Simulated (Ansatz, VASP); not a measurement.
One calculation of V3I, two programs

Contents of INCAR:

```
PREC = Accurate
ENCUT = 520
EDIFF = 1E-6
ISMEAR = 0
SIGMA = 0.1
LREAL = False
LASPH = True
NELM = 150
ALGO = Normal
ISIF = 2
LWAVE = False
LCHARG = False
ISPIN = 2
MAGMOM = 2 2 2 0
LORBIT = 11
LMAXMIX = 4
GGA = PE
NBANDS = 35
```

KPOINTS

```
regular mesh
0
Gamma
  4 4 4
```

File POSCAR:

```
V3I
1.0
    4.2973687295      0.0000000000      0.0000000000
    0.0000000000      4.2973687295      0.0000000000
    0.0000000000      0.0000000000      4.2973687295
V I
3 1
Direct
    0.0000000000      0.5000000000      0.5000000000
    0.5000000000      0.0000000000      0.5000000000
    0.5000000000      0.5000000000      0.0000000000
    0.0000000000      0.0000000000      0.0000000000
```

Input for Ansatz:

```yaml
crystal:
  lattice:
    - [4.2973687295, 0.0, 0.0]
    - [0.0, 4.2973687295, 0.0]
    - [0.0, 0.0, 4.2973687295]
  atoms:
    - { symbol: V, position: [0.0, 0.5, 0.5], spin: 2.0 }
    - { symbol: V, position: [0.5, 0.0, 0.5], spin: 2.0 }
    - { symbol: V, position: [0.5, 0.5, 0.0], spin: 2.0 }
    - { symbol: I, position: [0.0, 0.0, 0.0] }
basis:
  ecutwfc: 420
kpoints:
  mp_grid: { grid: [4, 4, 4] }
hamiltonian:
  xc: pbe
scf:
  occupations: { method: gaussian, width: 0.1 }
  lower_state_search: "off"
output:
  forces: true
  stress: true
  eigenvalues: true
  populations: true
magnetization:
  spin_polarized: true
```

Alike in both runs: task single point; functional PBE; k mesh 4 × 4 × 4; occupations gaussian, width 0.1 eV; collinear spin.

```csv
,VASP,Ansatz
version,VASP 6.6.1,Ansatz 0.2.0
potentials or method,"VASP PAW PBE potentials, release 64 (V_sv, I), cutoff 520 eV","scalar-relativistic, plane waves, PAW"
valence electrons in the cell,46,56
```

|  | VASP | Ansatz | Ansatz less VASP |
| --- | --- | --- | --- |
| gap on the k mesh at the Fermi level (eV) | none | none | - |
| pressure (GPa) | -19.3 | -19.3 | 0.00 |
| net moment per atom (μB) | 0.10 | 0.10 | -0.003 |

A gap of «none» marks a metal or a gap that the smearing closes. VASP's potentials hold 46 valence electrons a cell and Ansatz's 56, so a difference there can come from the potentials and not from the codes. Ansatz's warnings: seeded moment not kept.

The k mesh is coarse, so the values compare programs but aren't converged. Neither program's run includes spin-orbit coupling.
